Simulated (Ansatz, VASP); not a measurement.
**One calculation of NaCaLaS3O12, two programs**

File INCAR:

```
PREC = Accurate
ENCUT = 520
EDIFF = 1E-8
ISMEAR = -1
SIGMA = 0.02
LREAL = Auto
LASPH = True
NELM = 100
ALGO = Normal
ISIF = 2
LWAVE = False
LCHARG = False
GGA = PE
LEFG = True
NBANDS = 142
```

File KPOINTS:

```
Automatic mesh
0
Gamma
  3 3 3
```

POSCAR

```
NaCaLaS3O12
1.0
    4.6742779631      2.6986956403      8.3358511200
   -4.6742779631      2.6986956403      8.3358511200
    0.0000000000     -5.3973912805      8.3358511200
Na Ca La S O
2 2 2 6 24
Direct
    0.5042445100      0.5042445100      0.5042445100
    0.0042445100      0.0042445100      0.0042445100
    0.6502440500      0.6502440500      0.6502440500
    0.1502440500      0.1502440500      0.1502440500
    0.3504767500      0.3504767500      0.3504767500
    0.8504767500      0.8504767500      0.8504767500
    0.0434075300      0.4487056500      0.7551831300
    0.7551831300      0.0434075300      0.4487056500
    0.4487056500      0.7551831300      0.0434075300
    0.2551831300      0.9487056500      0.5434075300
    0.5434075300      0.2551831300      0.9487056500
    0.9487056500      0.5434075300      0.2551831300
    0.8973478400      0.4848066500      0.7219616000
    0.7219616000      0.8973478400      0.4848066500
    0.4848066500      0.7219616000      0.8973478400
    0.2219616000      0.9848066500      0.3973478400
    0.3973478400      0.2219616000      0.9848066500
    0.9848066500      0.3973478400      0.2219616000
    0.0976369200      0.5144944500      0.2824565400
    0.2824565400      0.0976369200      0.5144944500
    0.5144944500      0.2824565400      0.0976369200
    0.7824565400      0.0144944500      0.5976369200
    0.5976369200      0.7824565400      0.0144944500
    0.0144944500      0.5976369200      0.7824565400
    0.7882402300      0.5658329600      0.4084693500
    0.4084693500      0.7882402300      0.5658329600
    0.5658329600      0.4084693500      0.7882402300
    0.9084693500      0.0658329600      0.2882402300
    0.2882402300      0.9084693500      0.0658329600
    0.0658329600      0.2882402300      0.9084693500
    0.2077795500      0.4284526800      0.6002595900
    0.6002595900      0.2077795500      0.4284526800
    0.4284526800      0.6002595900      0.2077795500
    0.1002595900      0.9284526800      0.7077795500
    0.7077795500      0.1002595900      0.9284526800
    0.9284526800      0.7077795500      0.1002595900
```

Input for Ansatz:

```yaml
crystal:
  lattice:
    - [4.6742779631, 2.6986956403, 8.33585112]
    - [-4.6742779631, 2.6986956403, 8.33585112]
    - [0.0, -5.3973912805, 8.33585112]
  atoms:
    - { symbol: Na, position: [0.50424451, 0.50424451, 0.50424451] }
    - { symbol: Na, position: [0.00424451, 0.00424451, 0.00424451] }
    - { symbol: Ca, position: [0.65024405, 0.65024405, 0.65024405] }
    - { symbol: Ca, position: [0.15024405, 0.15024405, 0.15024405] }
    - { symbol: La, position: [0.35047675, 0.35047675, 0.35047675] }
    - { symbol: La, position: [0.85047675, 0.85047675, 0.85047675] }
    - { symbol: S, position: [0.04340753, 0.44870565, 0.75518313] }
    - { symbol: S, position: [0.75518313, 0.04340753, 0.44870565] }
    - { symbol: S, position: [0.44870565, 0.75518313, 0.04340753] }
    - { symbol: S, position: [0.25518313, 0.94870565, 0.54340753] }
    - { symbol: S, position: [0.54340753, 0.25518313, 0.94870565] }
    - { symbol: S, position: [0.94870565, 0.54340753, 0.25518313] }
    - { symbol: O, position: [0.89734784, 0.48480665, 0.7219616] }
    - { symbol: O, position: [0.7219616, 0.89734784, 0.48480665] }
    - { symbol: O, position: [0.48480665, 0.7219616, 0.89734784] }
    - { symbol: O, position: [0.2219616, 0.98480665, 0.39734784] }
    - { symbol: O, position: [0.39734784, 0.2219616, 0.98480665] }
    - { symbol: O, position: [0.98480665, 0.39734784, 0.2219616] }
    - { symbol: O, position: [0.09763692, 0.51449445, 0.28245654] }
    - { symbol: O, position: [0.28245654, 0.09763692, 0.51449445] }
    - { symbol: O, position: [0.51449445, 0.28245654, 0.09763692] }
    - { symbol: O, position: [0.78245654, 0.01449445, 0.59763692] }
    - { symbol: O, position: [0.59763692, 0.78245654, 0.01449445] }
    - { symbol: O, position: [0.01449445, 0.59763692, 0.78245654] }
    - { symbol: O, position: [0.78824023, 0.56583296, 0.40846935] }
    - { symbol: O, position: [0.40846935, 0.78824023, 0.56583296] }
    - { symbol: O, position: [0.56583296, 0.40846935, 0.78824023] }
    - { symbol: O, position: [0.90846935, 0.06583296, 0.28824023] }
    - { symbol: O, position: [0.28824023, 0.90846935, 0.06583296] }
    - { symbol: O, position: [0.06583296, 0.28824023, 0.90846935] }
    - { symbol: O, position: [0.20777955, 0.42845268, 0.60025959] }
    - { symbol: O, position: [0.60025959, 0.20777955, 0.42845268] }
    - { symbol: O, position: [0.42845268, 0.60025959, 0.20777955] }
    - { symbol: O, position: [0.10025959, 0.92845268, 0.70777955] }
    - { symbol: O, position: [0.70777955, 0.10025959, 0.92845268] }
    - { symbol: O, position: [0.92845268, 0.70777955, 0.10025959] }
kpoints:
  mp_grid: { grid: [3, 3, 3] }
scf:
  occupations: { method: fermi_dirac, width: 0.02 }
hamiltonian:
  xc: pbe
  pseudopotentials: { kind: paw }
output:
  forces: true
  stress: true
  populations: true
  efg:
    quadrupole_moments_barn: { Na: 0.104, Ca: -0.0408, La: 0.206, S: -0.0694, O: -0.02558 }
    contact_densities: true
  write_density: true
  write_potential: true
  elf: true
  volumetric_format: npy
```

Alike in both runs: task electric field gradients; functional PBE; k mesh 3 × 3 × 3; occupations fermi-dirac, width 0.02 eV; no spin polarisation.

|  | VASP | Ansatz |
| --- | --- | --- |
| version | VASP 6.6.1 | Ansatz 0.2.0 |
| potentials or method | VASP PAW PBE potentials, release 64 (Na_pv, Ca_sv, La, S, O) | plane-wave PAW, scalar-relativistic |
| plane-wave cutoff (eV) | 520 | 420 |
| valence electrons in the cell | 236 | 240 |

```tsv
	VASP	Ansatz	Ansatz less VASP
gap on the k mesh at the Fermi level (eV)	4.93	4.86	-0.069
pressure (GPa)	0.4	1.3	+0.86
traceless stress, the component that is largest in VASP (GPa)	0.08	0.12	+0.046
rms of the force components (eV/Å)	0.083	0.161	+0.0784
size of Vzz on the site where it differs most (V/Å²)	14.2	12.9	-1.31
```

Atom by atom the forces differ by 0.106 eV/Å (rms over components). VASP's potentials hold 236 valence electrons a cell and Ansatz's 240, so a difference there can come from the potentials and not from the codes.

Spin-orbit coupling is off throughout.
